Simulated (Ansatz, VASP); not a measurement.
## Ag: VASP beside Ansatz

File INCAR:

```
SYSTEM = Ag
ALGO = Normal
EDIFF = 1E-7
ENCUT = 520
GGA = PE
ISIF = 2
ISMEAR = -1
LASPH = .TRUE.
LCHARG = .FALSE.
LREAL = .FALSE.
LWAVE = .FALSE.
NBANDS = 30
NELM = 100
PREC = Accurate
SIGMA = 0.08
```

Contents of KPOINTS:

```
k-points
0
G
  14 14 4
  0 0 0
```

File POSCAR:

```
Ag
1.0
    2.9727848759      0.0000000000      0.0000000000
   -1.4863924379      2.5745072226      0.0000000000
    0.0000000000      0.0000000000     10.0000000000
Ag
4
Direct
    0.3333333333      0.6666666667      0.2500000000
    0.6666666667      0.3333333333      0.7500000000
    0.0000000000      0.0000000000      0.0000000000
    0.0000000000      0.0000000000      0.5000000000
```

Input for Ansatz:

```yaml
crystal:
  lattice:
    - [2.9727848759, 0.0, 0.0]
    - [-1.4863924379, 2.5745072226, 0.0]
    - [0.0, 0.0, 10.0]
  atoms:
    - { symbol: Ag, position: [0.3333333333, 0.6666666667, 0.25] }
    - { symbol: Ag, position: [0.6666666667, 0.3333333333, 0.75] }
    - { symbol: Ag, position: [0.0, 0.0, 0.0] }
    - { symbol: Ag, position: [0.0, 0.0, 0.5] }
kpoints:
  mp_grid: { grid: [14, 14, 4] }
  band_path:
    path:
      - [0.0, 0.0, 0.0]
      - [0.5, 0.0, 0.0]
      - [0.3333333333, 0.3333333333, 0.0]
      - [0.0, 0.0, 0.0]
      - [0.0, 0.0, 0.5]
      - [0.5, 0.0, 0.5]
      - [0.3333333333, 0.3333333333, 0.5]
      - [0.0, 0.0, 0.5]
      - [0.5, 0.0, 0.5]
    npoints: 5
scf:
  occupations: { method: fermi_dirac, width: 0.08 }
hamiltonian:
  xc: pbe
  pseudopotentials: { kind: all_electron, lapw: { basis_error: 0.0005 } }
output:
  forces: true
  stress: true
  eigenvalues: true
```

Change from the starting cell: equal xx and yy strain of +3 %.

Alike in both runs: task single point; functional PBE; k mesh 14 × 14 × 4; occupations fermi-dirac, width 0.08 eV; no spin polarisation.

|  | VASP | Ansatz |
| --- | --- | --- |
| version | VASP 6.6.1 | Ansatz 0.2.0 |
| potentials or method | VASP PAW PBE potentials, release 64 (Ag), cutoff 520 eV | all-electron LAPW, scalar-relativistic |

|  | VASP | Ansatz | Ansatz less VASP |
| --- | --- | --- | --- |
| pressure (GPa) | -5.0 | -5.0 | +0.05 |
| traceless stress, the component that is largest in VASP (GPa) | -1.31 | -1.32 | -0.005 |

Ansatz ran all-electron here, and VASP with PAW potentials.
